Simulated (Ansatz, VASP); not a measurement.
# One calculation of WSe2, two programs

File INCAR:

```
  PREC = Accurate
  ENCUT = 400
  EDIFF = 1E-6
  ISMEAR = 0
  SIGMA = 0.05
  LREAL = False
  LASPH = True
  NELM = 120
  ALGO = Normal
  ISIF = 2
  LWAVE = False
  LCHARG = True
  LDIPOL = True
  IDIPOL = 3
  DIPOL = 0.5 0.5 0.500
  GGA = PS
  LELF = True
  LVHAR = True
  LVACPOTAV = True
  NBANDS = 49
  GGA_COMPAT = False
  NELMDL = -8
```

The input KPOINTS:

```
Automatic mesh
0
Gamma
  13 13 1
```

Contents of POSCAR:

```
WSe2
1.0
    3.2711503897      0.0000000000      0.0000000000
   -1.6355751948      2.8328993370      0.0000000000
    0.0000000000      0.0000000000     31.5685077085
Se W
6 3
Direct
    0.6666666667      0.3333333333      0.2375785409
    0.6666666667      0.3333333333      0.3436284946
    0.3333333333      0.6666666667      0.4469750232
    0.3333333333      0.6666666667      0.5530249768
    0.6666666667      0.3333333333      0.6563715054
    0.6666666667      0.3333333333      0.7624214591
    0.3333333333      0.6666666667      0.2906035177
    0.6666666667      0.3333333333      0.5000000000
    0.3333333333      0.6666666667      0.7093964823
```

Input for Ansatz:

```yaml
crystal:
  lattice:
    - [3.2711503897, 0.0, 0.0]
    - [-1.6355751948, 2.832899337, 0.0]
    - [0.0, 0.0, 31.5685077085]
  atoms:
    - { symbol: Se, position: [0.6666666667, 0.3333333333, 0.2375785409] }
    - { symbol: W, position: [0.3333333333, 0.6666666667, 0.2906035177] }
    - { symbol: Se, position: [0.6666666667, 0.3333333333, 0.3436284946] }
    - { symbol: Se, position: [0.3333333333, 0.6666666667, 0.4469750232] }
    - { symbol: W, position: [0.6666666667, 0.3333333333, 0.5] }
    - { symbol: Se, position: [0.3333333333, 0.6666666667, 0.5530249768] }
    - { symbol: Se, position: [0.6666666667, 0.3333333333, 0.6563715054] }
    - { symbol: W, position: [0.3333333333, 0.6666666667, 0.7093964823] }
    - { symbol: Se, position: [0.6666666667, 0.3333333333, 0.7624214591] }
basis:
  ecutwfc: 420
kpoints:
  mp_grid: { grid: [13, 13, 1] }
hamiltonian:
  xc: pbesol
scf:
  occupations: { method: gaussian, width: 0.05 }
output:
  forces: true
  stress: true
  eigenvalues: true
efield:
  axis: 3
  dipole_correction: true
  ramp_width: 0.04
```

Alike in both runs: task single point; functional PBEsol; k mesh 13 × 13 × 1; occupations gaussian, width 0.05 eV; no spin polarisation.

|  | VASP | Ansatz |
| --- | --- | --- |
| version | VASP 6.6.1 | Ansatz 0.2.0 |
| potentials or method | VASP PAW PBE potentials, release 64 (Se, W_sv), cutoff 400 eV | scalar-relativistic, plane waves, PAW |
| valence electrons in the cell | 78 | 138 |

Ansatz gave:

| Quantity | Value |
| --- | --- |
| gap on the k mesh at the Fermi level (eV) | 1.29 |
| least direct gap on the mesh (eV) | 1.80 |
| rms of the force components (eV/Å) | 0.012 |

Q: Estimate VASP's values.

A: gap on the k mesh at the Fermi level (eV): 1.29; least direct gap on the mesh (eV): 1.79; rms of the force components (eV/Å): 0.029.

VASP's potentials were made for PBE, not for PBEsol. VASP's potentials hold 78 valence electrons a cell and Ansatz's 138, so a difference there can come from the potentials and not from the codes.

Neither program's run includes spin-orbit coupling.
